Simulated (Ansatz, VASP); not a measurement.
# Two plane-wave programs on TiC

```xyz
2
Lattice="0.0000 2.1657 2.1657 2.1657 0.0000 2.1657 2.1657 2.1657 0.0000" Properties=species:S:1:pos:R:3 pbc="T T T"
Ti    0.0000    0.0000    0.0000
C     2.1657    2.1657    2.1657
```

Alike in both runs: task relaxation of cell and atoms; functional PBE; dispersion D3(BJ); k mesh 16 × 16 × 16; occupations gaussian, width 0.1 eV; no spin polarisation.

|  | VASP | Ansatz |
| --- | --- | --- |
| version | VASP 6.6.1 | Ansatz 0.2.0 |
| potentials or method | VASP PAW PBE potentials, release 64 (Ti_sv, C), cutoff 600 eV | scalar-relativistic, plane waves, PAW |
| valence electrons in the cell | 16 | 16 |

|  | VASP | Ansatz | Ansatz less VASP |
| --- | --- | --- | --- |
| gap on the k mesh at the Fermi level, each at its own relaxed structure (eV) | none | none | - |
| relaxed volume (Å³/atom) | 9.88 | 9.88 | -0.003 |
| relaxed cell length with the largest relative difference (Å) | 3.035 | 3.034 | -0.0003 |

A gap of «none» marks a metal or a gap that the smearing closes.
